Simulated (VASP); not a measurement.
# BeS (P6_3/mmc) in VASP: notebook, part 2 of 2

VASP 6.6.1. Earlier steps stand in the parts before.

## (4) Single point, r2SCAN (volume changed by -3%)

The input, POSCAR:

```
BeS
1.0
    3.2668979603      0.0000000000      0.0000000000
   -1.6334489801      2.8292166252      0.0000000000
    0.0000000000      0.0000000000      5.2021354303
Be S
2 2
Direct
    0.0000000000      0.0000000000      0.0000000000
    0.0000000000      0.0000000000      0.5000000000
    0.3333333333      0.6666666667      0.2500000000
    0.6666666667      0.3333333333      0.7500000000
```

The input, INCAR.step1:

```
  PREC = Accurate
  ENCUT = 520
  ISMEAR = 0
  SIGMA = 0.01
  LREAL = False
  LASPH = True
  NELM = 100
  NBANDS = 16
  GGA = PE
  ALGO = Normal
  EDIFF = 1E-4
  LWAVE = True
  LCHARG = False
```

The input, INCAR.step2:

```
  PREC = Accurate
  ENCUT = 520
  EDIFF = 1E-6
  ISMEAR = 0
  SIGMA = 0.01
  LREAL = False
  LASPH = True
  NELM = 100
  ALGO = Normal
  ISIF = 2
  LWAVE = False
  LCHARG = True
  METAGGA = R2SCAN
  LMIXTAU = True
  LELF = True
  LVHAR = True
  NBANDS = 16
  ISTART = 1
```

The input, KPOINTS:

```
regular mesh
0
Gamma
  9 9 4
```

Potentials or basis: VASP PAW PBE potentials, release 64 (Be, S).

On the command line:

```
cat potpaw_PBE.64/Be/POTCAR potpaw_PBE.64/S/POTCAR > POTCAR
cp INCAR.step1 INCAR
mpirun -np 1 vasp_std > vasp.out
cp INCAR.step2 INCAR
mpirun -np 1 vasp_std > vasp.out
```

OUTCAR:

```text
PREC = Accurate
   ENCUT = 520
   EDIFF = 1E-6
   ISMEAR = 0
   LREAL = False
   LASPH = True
   NELM = 100
   ISIF = 2
   METAGGA = R2SCAN
   ISTART = 1

 ion  position               nearest neighbor table
   1  0.000  0.000  0.000-   3 2.29   4 2.29   3 2.29   4 2.29   4 2.29   3 2.29
   2  0.000  0.000  0.500-   3 2.29   4 2.29   3 2.29   4 2.29   4 2.29   3 2.29
   3  0.333  0.667  0.250-   1 2.29   2 2.29   1 2.29   2 2.29   1 2.29   2 2.29
   4  0.667  0.333  0.750-   1 2.29   2 2.29   1 2.29   2 2.29   1 2.29   2 2.29

  LATTYP: Found a hexagonal cell.
 ALAT       =     3.2668979603
 C/A-ratio  =     1.5923776909

  Lattice vectors:

 A1 = (   3.2668979603,   0.0000000000,   0.0000000000)
 A2 = (  -1.6334489801,   2.8292166252,   0.0000000000)
 A3 = (   0.0000000000,   0.0000000000,   5.2021354303)

Analysis of symmetry for initial positions (statically):
=====================================================================
 Subroutine PRICEL returns:
 Original cell was already a primitive cell.

 Routine SETGRP: Setting up the symmetry group for a
 hexagonal supercell.

 Subroutine GETGRP returns: Found 24 space group operations
[... 175 lines left out ...]
 fundamental gap:      1.7827012566
 Fermi energy:         7.0288133516

 k-point     1 :       0.0000    0.0000    0.0000
  band No.  band energies     occupation
      1      -9.2283      2.00000
      2      -6.6454      2.00000
      3      -0.7431      2.00000
      4       6.1203      2.00000
      5       6.1203      2.00000
      6       6.1433      2.00000
[... 433 lines left out ...]
      3      -0.1349      2.00000
      4       1.0892      2.00000
      5       1.0892      2.00000
      6       1.2744      2.00000
[... 8 lines left out ...]
     15      17.6184      0.00000
     16      17.6184      0.00000

 [... further k-points ...]

------------------------ aborting loop because EDIFF is reached ----------------------------------------

  FORCE on cell =-STRESS in cart. coord.  units (eV):
  Direction    XX          YY          ZZ          XY          YZ          ZX
  --------------------------------------------------------------------------------------
  -------------------------------------------------------------------------------------
  Total        1.0812742      1.0812742      1.0466533      0.0000000      0.0000000      0.0000000
  in kB       36.0298935     36.0298935     34.8762690      0.0000000      0.0000000      0.0000000
  external PRESSURE =      35.6453520 kB  Pullay stress =       0.0000000 kB

 VOLUME and BASIS-vectors are now :
 -----------------------------------------------------------------------------
  energy-cutoff  :      520.00
  volume of cell :       48.08
      direct lattice vectors                 reciprocal lattice vectors
     3.266897960  0.000000000  0.000000000     0.306100776  0.176727365  0.000000000
    -1.633448980  2.829216625  0.000000000     0.000000000  0.353454731  0.000000000
     0.000000000  0.000000000  5.202135430     0.000000000  0.000000000  0.192228752

 POSITION                                       TOTAL-FORCE (eV/Angst)
 -----------------------------------------------------------------------------------
      0.00000      0.00000      0.00000         0.000000      0.000000      0.000000
      0.00000      0.00000      2.60107         0.000000      0.000000      0.000000
     -0.00000      1.88614      1.30053         0.000000     -0.000000      0.000000
      1.63345      0.94307      3.90160        -0.000000     -0.000000      0.000000
 -----------------------------------------------------------------------------------
    total drift:                               -0.000000      0.000000     -0.000000

  FREE ENERGIE OF THE ION-ELECTRON SYSTEM (eV)
  ---------------------------------------------------
  free  energy   TOTEN  =       -27.2663452651 eV

  energy  without entropy=      -27.2663452651  energy(sigma->0) =      -27.26634527
```

OUTCAR.step1:

```text
PREC = Accurate
   ENCUT = 520
   ISMEAR = 0
   LREAL = False
   LASPH = True
[... 686 lines left out ...]
      0.00000      0.00000      0.00000        -0.000000      0.000000     -0.000000
      0.00000      0.00000      2.60107        -0.000000      0.000000     -0.000000
     -0.00000      1.88614      1.30053        -0.000000     -0.000000     -0.000000
      1.63345      0.94307      3.90160         0.000000      0.000000      0.000000
 -----------------------------------------------------------------------------------
    total drift:                               -0.000000      0.000000     -0.000000

  FREE ENERGIE OF THE ION-ELECTRON SYSTEM (eV)
  ---------------------------------------------------
  free  energy   TOTEN  =       -17.9512258497 eV

  energy  without entropy=      -17.9512258497  energy(sigma->0) =      -17.95122585
```

Run time: 36 s. Hardware: 1 thread of Intel Xeon Platinum 8559C (Emerald Rapids), shared host; peak memory 0.16 GiB.

Results:

```yaml
Free_energy: -27.2663 eV
Pressure: 3.6 GPa
Band_gap_on_the_k_mesh: 1.78 eV, indirect (least direct gap 4.10 eV)
```

Caveat: the cell differs from its parent crystal (volume changed by -3%); the PAW data sets were made with another functional, which shifts forces and pressure a little.

## (5) Single point, r2SCAN

This run uses another cell than the first one, of 12.39 Å³/atom, 0.945 times its volume.

The input, POSCAR:

```
BeS
1.0
    3.3002359563      0.0000000000      0.0000000000
   -1.6501179782      2.8580881766      0.0000000000
    0.0000000000      0.0000000000      5.2552221114
Be S
2 2
Direct
    0.0000000000      0.0000000000      0.0000000000
    0.0000000000      0.0000000000      0.5000000000
    0.3333333333      0.6666666667      0.2500000000
    0.6666666667      0.3333333333      0.7500000000
```

The input, INCAR.step1:

```
SYSTEM = BeS
ALGO = Normal
EDIFF = 1E-4
ENCUT = 520
GGA = PE
ISMEAR = 0
LASPH = .True.
LCHARG = .False.
LREAL = .False.
LWAVE = .True.
NBANDS = 16
NELM = 100
PREC = Accurate
SIGMA = 0.01
```

The input, INCAR.step2:

```
SYSTEM = BeS
ALGO = Normal
EDIFF = 1E-6
ENCUT = 520
ISIF = 2
ISMEAR = 0
ISTART = 1
LASPH = .True.
LCHARG = .False.
LMIXTAU = .True.
LREAL = .False.
LWAVE = .False.
METAGGA = R2SCAN
NBANDS = 16
NELM = 100
PREC = Accurate
SIGMA = 0.01
```

The input, KPOINTS:

```
k-points
0
Gamma
  9 9 4
  0 0 0
```

On the command line:

```
cat potpaw_PBE.64/Be/POTCAR potpaw_PBE.64/S/POTCAR > POTCAR
cp INCAR.step1 INCAR
mpirun -np 1 vasp_std > vasp.out
cp INCAR.step2 INCAR
mpirun -np 1 vasp_std > vasp.out
```

Wall time 57 s (1 thread of Intel Xeon Platinum 8559C (Emerald Rapids), shared host); peak memory 0.18 GiB.

It converged, with:

* Free energy: -27.2822 eV
* Pressure: -0.1 GPa
* Band gap on the k mesh: 1.81 eV, indirect (least direct gap 4.04 eV)

Levels at points of the mesh, in eV from the valence-band top:
```
           k point  band 5  band 6  band 7  band 8  band 9  band 10  band 11  band 12
(0.00, 0.00, 0.00)   -0.82   -0.79   -0.79    0.00    4.04     5.54     6.35     6.35
(0.00, 0.00, 0.50)   -0.73   -0.73   -0.73   -0.73    4.95     4.95     5.76     5.76
```

Caveat: the PAW data sets were made with another functional, which shifts forces and pressure a little. A k mesh can miss the band edges.

## (6) Single point, r2SCAN (volume changed by +3%)

The input, POSCAR:

```
BeS
1.0
    3.3329136850      0.0000000000      0.0000000000
   -1.6664568425      2.8863879199      0.0000000000
    0.0000000000      0.0000000000      5.3072573976
Be S
2 2
Direct
    0.0000000000      0.0000000000      0.0000000000
    0.0000000000      0.0000000000      0.5000000000
    0.3333333333      0.6666666667      0.2500000000
    0.6666666667      0.3333333333      0.7500000000
```

The input, INCAR.step1:

```
SYSTEM = BeS
ALGO = Normal ; EDIFF = 1E-4
ENCUT = 520 ; GGA = PE
ISMEAR = 0 ; LASPH = .True.
LCHARG = .False. ; LREAL = .False.
LWAVE = .True. ; NBANDS = 16
NELM = 80 ; PREC = Accurate
SIGMA = 0.01
```

The input, INCAR.step2:

```
SYSTEM = BeS
ALGO = Normal ; EDIFF = 1E-7
ENCUT = 520 ; ISIF = 2
ISMEAR = 0 ; ISTART = 1
LASPH = .True. ; LCHARG = .True.
LELF = .True. ; LMIXTAU = .True.
LREAL = .False. ; LVHAR = .True.
LWAVE = .False. ; METAGGA = R2SCAN
NBANDS = 16 ; NELM = 80
PREC = Accurate ; SIGMA = 0.01
```

KPOINTS is that of step 5.

Potentials or basis: VASP PAW PBE potentials, release 64 (Be, S).

On the command line:

```
cat potpaw_PBE.64/Be/POTCAR potpaw_PBE.64/S/POTCAR > POTCAR
cp INCAR.step1 INCAR
mpirun -np 1 vasp_std > vasp.out
cp INCAR.step2 INCAR
mpirun -np 1 vasp_std > vasp.out
```

It took 70 s on 1 thread of Intel Xeon Platinum 8559C (Emerald Rapids), shared host; peak memory 0.18 GiB.

It converged, with:

* Free energy: -27.2665 eV
* Pressure: -3.3 GPa
* Band gap on the k mesh: 1.83 eV, indirect (least direct gap 3.99 eV)

Levels at points of the mesh, in eV from the valence-band top:
| k point | band 6 | band 7 | band 8 | band 9 | band 10 | band 11 |
| --- | --- | --- | --- | --- | --- | --- |
| (0.00, 0.00, 0.00) | -0.75 | -0.75 | 0.00 | 3.99 | 5.23 | 6.34 |
| (0.00, 0.00, 0.50) | -0.69 | -0.69 | -0.69 | 4.84 | 4.84 | 5.80 |

Caveat: the cell differs from its parent crystal (volume changed by +3%); the PAW data sets were made with another functional, which shifts forces and pressure a little.

## (7) Overview

| level | cell | gap on the mesh (eV) | pressure (GPa) |
| --- | --- | --- | --- |
| PBE | a = 3.365, b = 3.365, c = 5.350 Å, angles 90.0, 90.0, 120.0°, 4 atoms | 1.48 | -5.7 |
| r2SCAN | a = 3.233, b = 3.233, c = 5.148 Å, angles 90.0, 90.0, 120.0°, 4 atoms | 1.75 | 7.8 |
| r2SCAN | a = 3.267, b = 3.267, c = 5.202 Å, angles 90.0, 90.0, 120.0°, 4 atoms | 1.78 | 3.6 |
| r2SCAN | a = 3.300, b = 3.300, c = 5.255 Å, angles 90.0, 90.0, 120.0°, 4 atoms | 1.81 | -0.1 |
| r2SCAN | a = 3.333, b = 3.333, c = 5.307 Å, angles 90.0, 90.0, 120.0°, 4 atoms | 1.83 | -3.3 |

Alike in all rows: task single point; potentials or basis VASP PAW PBE potentials, release 64 (Be, S); no spin polarisation; k mesh 9 × 9 × 4; cutoff (eV) 520; smearing gaussian 0.01 eV.

Caveats: the PAW data sets were made with another functional, which shifts forces and pressure a little (some runs).

Total energies depend on the potentials used, so only differences within one code and one set of settings carry meaning.
